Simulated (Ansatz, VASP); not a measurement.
# Two plane-wave programs on AgCl

Contents of INCAR:

```
PREC = Accurate ; ENCUT = 520
EDIFF = 1E-6 ; ISMEAR = 0
SIGMA = 0.05 ; LREAL = False
LASPH = True ; NELM = 100
ALGO = Normal ; ISIF = 2
LWAVE = False ; LCHARG = True
GGA = PE ; LELF = True
LVHAR = True ; NBANDS = 16
```

The input KPOINTS:

```
regular mesh
0
Gamma
  8 8 8
```

File POSCAR:

```
AgCl
1.0
    0.0000000000      2.7687027469      2.8060228508
    2.7687027469      0.0000000000      2.8060228508
    2.7687027469      2.7687027469      0.0000000000
Ag Cl
1 1
Direct
    0.4775480680      0.5224519320      0.5224519320
    0.0683173339     -0.0683173339     -0.0683173339
```

Input for Ansatz:

```yaml
crystal:
  lattice:
    - [0.0, 2.7687027469, 2.8060228508]
    - [2.7687027469, 0.0, 2.8060228508]
    - [2.7687027469, 2.7687027469, 0.0]
  atoms:
    - { symbol: Ag, position: [0.477548068, 0.522451932, 0.522451932] }
    - { symbol: Cl, position: [0.0683173339, -0.0683173339, -0.0683173339] }
basis:
  ecutwfc: 420
kpoints:
  mp_grid: { grid: [8, 8, 8] }
hamiltonian:
  xc: pbe
scf:
  occupations: { method: gaussian, width: 0.05 }
output:
  forces: true
  stress: true
  eigenvalues: true
```

Change from the starting cell: mode 4 frozen in at -0.383 Å, equal normal strain along x and y -0.0133.

Alike in both runs: task single point; functional PBE; k mesh 8 × 8 × 8; occupations gaussian, width 0.05 eV; no spin polarisation.

```csv
,VASP,Ansatz
version,VASP 6.6.1,Ansatz 0.2.0
potentials or method,"VASP PAW PBE potentials, release 64 (Ag, Cl), cutoff 520 eV","scalar-relativistic, plane waves, PAW"
valence electrons in the cell,18,26
```

```tsv
	VASP	Ansatz	Ansatz less VASP
gap on the k mesh at the Fermi level (eV)	1.18	1.19	+0.004
least direct gap on the mesh (eV)	1.71	1.71	+0.003
pressure (GPa)	6.7	6.9	+0.17
traceless stress, the component that is largest in VASP (GPa)	10.88	10.95	+0.073
rms of the force components (eV/Å)	1.106	1.115	+0.0090
```

Atom by atom the forces differ by 0.009 eV/Å (rms over components). The functional is the same, so the differences come from potentials, cutoffs and numerics. VASP's potentials hold 18 valence electrons a cell and Ansatz's 26, so a difference there can come from the potentials and not from the codes.
